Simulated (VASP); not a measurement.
Crystal: PbO2.

```
Pb O
1.0
     4.95780    0.00000    0.00000
     0.00000    4.95780    0.00000
     0.00000    0.00000    3.38780
Pb O
2 4
Direct
  0.00000 0.00000 0.00000
  0.50000 0.50000 0.50000
  0.30670 0.30670 0.00000
  0.19330 0.80670 0.50000
  0.69330 0.69330 0.00000
  0.80670 0.19330 0.50000
```

```yaml
Program: VASP 6.6.1
Task: relaxation of cell and atoms
Functional: PBE
Potentials_or_basis: VASP PAW PBE potentials, release 64 (Pb_d, O)
Cutoff: 600 eV
k_mesh: 4 × 4 × 6
Occupations: gaussian, width 0.1 eV
Spin: no spin polarisation
```

At the start: pressure 9.1 GPa; volume 13.88 Å³/atom.

Q: How do energy, volume and symmetry change on relaxing?

A: Over 6 steps the energy falls by 24.2 meV/atom and the volume is 14.79 Å³/atom (+6.6 %); space group P4_2/mnm (No. 136, to 0.05 Å).

Step by step:
```
step  energy change (eV)  largest force (eV/Å)  pressure (GPa)  volume (Å³)
   1              0.0000                0.0171            9.09        83.27
   2             -0.0558                0.2039           -5.48        93.12
   3             -0.1412                0.1244            0.02        88.55
   4             -0.1412                0.1221            0.18        88.44
   5             -0.1444                0.0506            0.16        88.58
   6             -0.1455                0.0257            0.16        88.73
```

Final structure:
```yaml
crystal:
  lattice:
    - [5.06951, 0.00000, 0.00000]
    - [0.00000, 5.06951, 0.00000]
    - [0.00000, 0.00000, 3.45241]
  atoms:
    - { symbol: Pb, position: [0.00000, 0.00000, 0.00000] }
    - { symbol: Pb, position: [0.50000, 0.50000, 0.50000] }
    - { symbol: O, position: [0.30817, 0.30817, 0.00000] }
    - { symbol: O, position: [0.19183, 0.80817, 0.50000] }
    - { symbol: O, position: [0.69183, 0.69183, 0.00000] }
    - { symbol: O, position: [0.80817, 0.19183, 0.50000] }
```

Caveat: the relaxation stopped at a loose force limit of 0.05 eV/Å, so its end isn't a converged minimum.
